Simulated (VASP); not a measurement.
Wanted: the native input for a VASP 6.6.1 run.

- Task: single point
- Functional: r2SCAN
- Potentials or basis: VASP PAW PBE potentials, release 64 (Ir)
- Cutoff: 520 eV
- k mesh: 18 × 18 × 12
- Occupations: gaussian, width 0.15 eV
- Spin: no spin polarisation
- Dipole correction: no
- Further INCAR settings: ALGO = Normal; EDIFF = 1e-06; NBANDS = 16

The system is Ir.

```
CELL_PARAMETERS angstrom
2.86143 0.00000 0.00000
-1.43072 2.47807 0.00000
0.00000 0.00000 4.10531
ATOMIC_POSITIONS crystal
Ir 0.66667 0.33333 0.75000
Ir 0.33333 0.66667 0.25000
```

This cell differs from its parent crystal: strain +0.040 along x and y, -0.080 along z.

These files were run (other wordings do the same):

POSCAR

```
Ir
1.0
    2.8614330104      0.0000000000      0.0000000000
   -1.4307165052      2.4780736782      0.0000000000
    0.0000000000      0.0000000000      4.1053068000
Ir
2
Direct
    0.6666666667      0.3333333333      0.7500000000
    0.3333333333      0.6666666667      0.2500000000
```

INCAR.step1

```
  PREC = Accurate
  ENCUT = 520
  ISMEAR = 0
  SIGMA = 0.15
  LREAL = False
  LASPH = True
  NELM = 80
  NBANDS = 16
  GGA = PE
  ALGO = Normal
  EDIFF = 1E-4
  LWAVE = True
  LCHARG = False
```

INCAR.step2

```
  PREC = Accurate
  ENCUT = 520
  EDIFF = 1E-6
  ISMEAR = 0
  SIGMA = 0.15
  LREAL = False
  LASPH = True
  NELM = 80
  ALGO = Normal
  ISIF = 2
  LWAVE = False
  LCHARG = True
  METAGGA = R2SCAN
  LMIXTAU = True
  LELF = True
  LVHAR = True
  NBANDS = 16
  ISTART = 1
```

KPOINTS

```
Automatic mesh
0
Gamma
  18 18 12
```

Potentials or basis: VASP PAW PBE potentials, release 64 (Ir).

The run is started by

```console
$ cat potpaw_PBE.64/Ir/POTCAR > POTCAR
$ cp INCAR.step1 INCAR
$ mpirun -np 1 vasp_std > vasp.out
$ cp INCAR.step2 INCAR
$ mpirun -np 1 vasp_std > vasp.out
```

Results of the run:

```yaml
Pressure: 1.7 GPa
Band_gap_on_the_k_mesh: zero (bands 9 and 10 overlap by 2.64 eV)
```

Caveat: the cell differs from its parent crystal (strain +0.040 along x and y, -0.080 along z); the stress differs along the axes, from -10 to 24 GPa; the PAW data sets were made with another functional, which shifts forces and pressure a little; spin-orbit coupling is left out, which moves the levels of the heavy elements.

Wall time 4.5 min on 1 thread of Intel(R) Xeon(R) Platinum 8488C (Sapphire Rapids) (shared host), peak memory 0.24 GiB.
